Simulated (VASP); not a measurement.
# CoSi (zincblende type) (F-43m) in VASP: single point with PBE

Aim: the single point of CoSi (zincblende type) with PBE.

Everything below comes from runs of VASP 6.6.1. Logs are shortened: lines on timing, memory, paths and dates and some standing lists are left out, and cuts for length are marked.

### 1 The cell of the first run

The structure is cubic, space group F-43m (No. 216). The conventional cell has a = 4.568 Å, b = 4.568 Å, c = 4.568 Å, α = 90.00°, β = 90.00°, γ = 90.00°. Co (site symmetry -43m) has 4 Si at 1.98 Å within 2.6 Å. Within 2.6 Å of Si (site symmetry -43m) lie 4 Co at 1.98 Å.

### 2 Single point, PBE

File INCAR:

```
PREC = Accurate
ENCUT = 520
EDIFF = 1E-6
ISMEAR = -1
SIGMA = 0.08
LREAL = F
LASPH = T
NELM = 80
ALGO = Normal
ISIF = 2
LWAVE = F
LCHARG = F
GGA = PE
NBANDS = 14
```

File KPOINTS:

```
Automatic mesh
0
Gamma
  14 14 14
```

File POSCAR:

```
CoSi
1.0
    0.0000000000      2.2842375166      2.2842375166
    2.2842375166      0.0000000000      2.2842375166
    2.2842375166      2.2842375166      0.0000000000
Co Si
1 1
Direct
    0.0000000000      0.0000000000      0.0000000000
    0.2500000000      0.2500000000      0.2500000000
```

Potentials or basis: VASP PAW PBE potentials, release 64 (Co, Si).

On the command line:

```bash
> cat potpaw_PBE.64/Co/POTCAR potpaw_PBE.64/Si/POTCAR > POTCAR
> mpirun -np 1 vasp_std > vasp.out
```

OUTCAR:

```text
PREC = Accurate
   ENCUT = 520
   EDIFF = 1E-6
   ISMEAR = -1
   LREAL = F
   LASPH = T
   NELM = 80
   ISIF = 2
   GGA = PE

 ion  position               nearest neighbor table
   1  0.000  0.000  0.000-   2 1.98   2 1.98   2 1.98   2 1.98
   2  0.250  0.250  0.250-   1 1.98   1 1.98   1 1.98   1 1.98

  LATTYP: Found a face centered cubic cell.
 ALAT       =     4.5684750332

  Lattice vectors:

 A1 = (   0.0000000000,   2.2842375166,   2.2842375166)
 A2 = (   2.2842375166,   0.0000000000,   2.2842375166)
 A3 = (   2.2842375166,   2.2842375166,   0.0000000000)

Analysis of symmetry for initial positions (statically):
=====================================================================
 Subroutine PRICEL returns:
 Original cell was already a primitive cell.

 Routine SETGRP: Setting up the symmetry group for a
 face centered cubic supercell.

 Subroutine GETGRP returns: Found 24 space group operations
 (whereof 24 operations were pure point group operations)
 out of a pool of 48 trial point group operations.

The static configuration has the point symmetry T_d .

Analysis of symmetry for dynamics (positions and initial velocities):
=====================================================================
 Subroutine PRICEL returns:
 Original cell was already a primitive cell.

 Routine SETGRP: Setting up the symmetry group for a
 face centered cubic supercell.

 Subroutine GETGRP returns: Found 24 space group operations
 (whereof 24 operations were pure point group operations)
 out of a pool of 48 trial point group operations.

The dynamic configuration has the point symmetry T_d .

 Subroutine INISYM returns: Found 24 space group operations
 (whereof 24 operations are pure point group operations),
 and found     1 'primitive' translations

----------------------------------------------------------------------------------------

                                     Primitive cell

  volume of cell :      23.8371

  direct lattice vectors                    reciprocal lattice vectors
     0.000000000  2.284237517  2.284237517    -0.218891423  0.218891423  0.218891423
     2.284237517  0.000000000  2.284237517     0.218891423 -0.218891423  0.218891423
     2.284237517  2.284237517  0.000000000     0.218891423  0.218891423 -0.218891423

  length of vectors
     3.230399676  3.230399676  3.230399676     0.379131066  0.379131066  0.379131066

  position of ions in fractional coordinates (direct lattice)
     0.000000000  0.000000000  0.000000000
     0.250000000  0.250000000  0.250000000

  ion indices of the primitive-cell ions
   primitive index   ion index
                 1           1
                 2           2

----------------------------------------------------------------------------------------

 KPOINTS: Automatic mesh

Automatic generation of k-mesh.
 Grid dimensions read from file:
 generate k-points for:   14   14   14

 Generating k-lattice:

  Cartesian coordinates                     Fractional coordinates (reciprocal lattice)
    -0.015635102  0.015635102  0.015635102     0.071428571  0.000000000  0.000000000
     0.015635102 -0.015635102  0.015635102     0.000000000  0.071428571  0.000000000
     0.015635102  0.015635102 -0.015635102     0.000000000  0.000000000  0.071428571

  Length of vectors
     0.027080790  0.027080790  0.027080790

  Shift w.r.t. Gamma in fractional coordinates (k-lattice)
     0.000000000  0.000000000  0.000000000

 Subroutine IBZKPT returns following result:
 ===========================================

 Found    104 irreducible k-points:

 Following reciprocal coordinates:
            Coordinates               Weight
  0.000000  0.000000  0.000000      1.000000
  0.071429  0.000000  0.000000      8.000000
  0.142857  0.000000  0.000000      8.000000
  0.214286  0.000000  0.000000      8.000000
  0.285714  0.000000  0.000000      8.000000
  0.357143  0.000000  0.000000      8.000000
[... 16 lines left out ...]
  0.214286  0.142857  0.000000     24.000000
  0.285714  0.142857  0.000000     24.000000
 [... further k-points ...]
   k-points           NKPTS =    104   k-points in BZ     NKDIM =    104   number of bands    NBANDS=     14
   number of dos      NEDOS =    301   number of ions     NIONS =      2
   total plane-waves  NPLWV =  13824
   dimension x,y,z NGX =    24 NGY =   24 NGZ =   24
   dimension x,y,z NGXF=    48 NGYF=   48 NGZF=   48
   ions per type =               1   1
   NGX,Y,Z   is equivalent  to a cutoff of  12.35, 12.35, 12.35 a.u.
   NGXF,Y,Z  is equivalent  to a cutoff of  24.70, 24.70, 24.70 a.u.
 SYSTEM =  unknown system
   PREC   = accura    normal or accurate (medium, high low for compatibility)
   ISTART =      0    job   : 0-new  1-cont  2-samecut
   ICHARG =      2    charge: 1-file 2-atom 10-const
   ISPIN  =      1    spin polarized calculation?
   LNONCOLLINEAR =      F non collinear calculations
   LSORBIT =      F    spin-orbit coupling
   LASPH  =      T    aspherical Exc in radial PAW
   ENCUT  =  520.0 eV  38.22 Ry    6.18 a.u.   6.01  6.01  6.01*2*pi/ulx,y,z
   NELM   =     80;   NELMIN=  2; NELMDL= -5     # of ELM steps
   EDIFF  = 0.1E-05   stopping-criterion for ELM
   LREAL  =      F    real-space projection
   EDIFFG = 0.1E-04   stopping-criterion for IOM
   NSW    =      0    number of steps for IOM
   IBRION =     -1    ionic relax: 0-MD 1-quasi-New 2-CG
   NFREE  =      0    steps in history (QN), initial steepest desc. (CG)
   ISIF   =      2    stress and relaxation
   ISYM   =      2    0-nonsym 1-usesym 2-fastsym
   POTIM  = 0.5000    time-step for ionic-motion
   TEBEG  =    0.0;   TEEND  =   0.0 temperature during run
   PSTRESS=    0.0 pullay stress
   NELECT =      13.0000    total number of electrons
   NUPDOWN=      -1.0000    fix difference up-down
   EMIN   =  10.00;   EMAX   =-10.00  energy-range for DOS
   EFERMI =   0.00;   METHOD = LEGACY
   ISMEAR =    -1;   SIGMA  =   0.08  broadening in eV -4-tet -1-fermi 0-gaus
   EFERMI_NEDOS =   21; number of points for ismear=-14 and -15
   IALGO  =     38    algorithm
   IMIX   =      4    mixing-type and parameters
     AMIX     =   0.40;   BMIX     =  1.00
     AMIX_MAG =   1.60;   BMIX_MAG =  1.00
  volume/ion in A,a.u.               =      11.92        80.43
  Fermi-wavevector in a.u.,A,eV,Ry     =   1.337534  2.527572 24.340769  1.788996
  Thomas-Fermi vector in A             =   2.466075
   LORBIT       =      0    0 simple, 1 ext, 2 COOP (PROOUT), +10 PAW based schemes
   GGA     = PE    functional components
   LHFCALC =     F    Hartree Fock is set to
   AEXX    =    0.0000 exact exchange contribution
   IVDW    =     0    specifies the selected vdW correction
   LEPSILON=     F    determine dielectric tensor
   LRPA    =     F    only Hartree local field effects (RPA)
 non-spin polarized calculation
  energy-cutoff  :      520.00
  volume of cell :       23.84
 maximum number of plane-waves:       654
   NGX = 13   NGY = 13   NGZ = 13

 number of electron      13.0000001 magnetization

 Free energy of the ion-electron system (eV)
  ---------------------------------------------------
  ext. energy  EPLUGINS =         0.00000000
  ---------------------------------------------------
  free energy    TOTEN  =       -10.26322520 eV

  energy without entropy =      -10.24898426  energy(sigma->0) =      -10.25610473

 E-fermi :  10.0308     XC(G=0): -12.0865

 val. band max:        9.9633832980   @ k =  -0.3571   0.0714   0.0000
 cond. band min:      10.1042663592   @ k =  -0.2857   0.2143   0.0714
 fundamental gap:      0.1408830612
 Fermi energy:        10.0307745005

 k-point     1 :       0.0000    0.0000    0.0000
  band No.  band energies     occupation
      1      -1.8864      2.00000
      2       6.6678      2.00000
      3       6.6678      2.00000
      4       6.6678      2.00000
      5       8.2688      2.00000
      6       8.2688      2.00000
      7      18.6147      0.00000
      8      18.6147      0.00000
      9      18.6147      0.00000
     10      19.4257      0.00000
     11      19.4257      0.00000
     12      19.4257      0.00000
     13      22.2516      0.00000
     14      26.0611      0.00000

 k-point     2 :       0.0714    0.0000    0.0000
  band No.  band energies     occupation
      1      -1.7798      2.00000
      2       6.6170      2.00000
      3       6.6964      2.00000
      4       6.6964      2.00000
      5       8.2544      2.00000
      6       8.2544      2.00000
      7      17.1580      0.00000
      8      18.2027      0.00000
      9      18.2027      0.00000
     10      19.8804      0.00000
     11      19.8804      0.00000
     12      20.2220      0.00000
     13      22.5968      0.00000
     14      25.4035      0.00000

 k-point     3 :       0.1429    0.0000    0.0000
  band No.  band energies     occupation
      1      -1.4638      2.00000
      2       6.4666      2.00000
      3       6.7705      2.00000
      4       6.7705      2.00000
      5       8.2262      2.00000
      6       8.2262      2.00000
      7      15.1922      0.00000
      8      17.5971      0.00000
      9      17.5971      0.00000
     10      20.4979      0.00000
     11      20.5160      0.00000
     12      20.5160      0.00000
     13      23.2563      0.00000
     14      24.6005      0.00000

 k-point     4 :       0.2143    0.0000    0.0000
  band No.  band energies     occupation
      1      -0.9501      2.00000
      2       6.2173      2.00000
      3       6.8561      2.00000
      4       6.8561      2.00000
      5       8.2237      2.00000
      6       8.2237      2.00000
      7      13.2815      0.00000
      8      17.0069      0.00000
      9      17.0069      0.00000
     10      20.3473      0.00000
     11      20.8279      0.00000
     12      20.8279      0.00000
     13      23.6919      0.00000
     14      24.4562      0.00000

 k-point     5 :       0.2857    0.0000    0.0000
  band No.  band energies     occupation
      1      -0.2640      2.00000
      2       5.8545      2.00000
      3       6.9113      2.00000
      4       6.9113      2.00000
      5       8.2871      2.00000
      6       8.2871      2.00000
      7      11.5946      0.00000
      8      16.4508      0.00000
      9      16.4508      0.00000
     10      20.0280      0.00000
     11      20.6857      0.00000
[... 276 lines left out ...]
 k-point    22 :       0.1429    0.1429    0.0000
  band No.  band energies     occupation
      1      -1.3229      2.00000
      2       6.4127      2.00000
      3       6.8265      2.00000
      4       6.8265      2.00000
      5       7.9947      2.00000
      6       8.3871      2.00000
      7      15.9819      0.00000
      8      15.9819      0.00000
      9      17.7490      0.00000
     10      17.9011      0.00000
     11      21.4310      0.00000
     12      22.1854      0.00000
     13      22.1854      0.00000
     14      24.9774      0.00000

 k-point    23 :       0.2143    0.1429    0.0000
  band No.  band energies     occupation
      1      -0.9446      2.00000
      2       6.2550      2.00000
      3       6.9075      2.00000
      4       6.9188      2.00000
      5       7.8890      2.00000
      6       8.4387      2.00000
      7      14.5522      0.00000
      8      15.3362      0.00000
      9      17.1040      0.00000
     10      18.1638      0.00000
     11      20.7645      0.00000
     12      22.6933      0.00000
     13      22.8017      0.00000
     14      25.8085      0.00000

 k-point    24 :       0.2857    0.1429    0.0000
  band No.  band energies     occupation
      1      -0.3791      2.00000
      2       6.0252      2.00000
      3       6.9362      2.00000
      4       7.0083      2.00000
      5       7.8898      2.00000
      6       8.4989      2.00000
      7      12.7673      0.00000
      8      14.8285      0.00000
      9      16.3147      0.00000
     10      18.5582      0.00000
     11      20.7849      0.00000
     12      22.8298      0.00000
     13      22.8972      0.00000
     14      26.3284      0.00000

 [... further k-points ...]

------------------------ aborting loop because EDIFF is reached ----------------------------------------

  FORCE on cell =-STRESS in cart. coord.  units (eV):
  Direction    XX          YY          ZZ          XY          YZ          ZX
  --------------------------------------------------------------------------------------
  -------------------------------------------------------------------------------------
  Total       10.1856518     10.1856518     10.1856518     -0.0000000      0.0000000      0.0000000
  in kB      684.6137755    684.6137755    684.6137755     -0.0000000      0.0000000      0.0000000
  external PRESSURE =     684.6137755 kB  Pullay stress =       0.0000000 kB

 VOLUME and BASIS-vectors are now :
 -----------------------------------------------------------------------------
  energy-cutoff  :      520.00
  volume of cell :       23.84
      direct lattice vectors                 reciprocal lattice vectors
     0.000000000  2.284237517  2.284237517    -0.218891423  0.218891423  0.218891423
     2.284237517  0.000000000  2.284237517     0.218891423 -0.218891423  0.218891423
     2.284237517  2.284237517  0.000000000     0.218891423  0.218891423 -0.218891423

 POSITION                                       TOTAL-FORCE (eV/Angst)
 -----------------------------------------------------------------------------------
      0.00000      0.00000      0.00000        -0.000000     -0.000000     -0.000000
      1.14212      1.14212      1.14212         0.000000      0.000000      0.000000
 -----------------------------------------------------------------------------------
    total drift:                                0.000003      0.000003      0.000002

  FREE ENERGIE OF THE ION-ELECTRON SYSTEM (eV)
  ---------------------------------------------------
  free  energy   TOTEN  =       -10.2632252032 eV

  energy  without entropy=      -10.2489842624  energy(sigma->0) =      -10.25610473
```

It took 21 s on 1 thread of AMD EPYC 7R13 (Zen 3), shared host; peak memory 0.13 GiB.

Results:

```yaml
Free_energy: -10.2632 eV
Pressure: 68.5 GPa
```

Spin polarisation is off, so any magnetic state and its effect on volume and gap are missing.
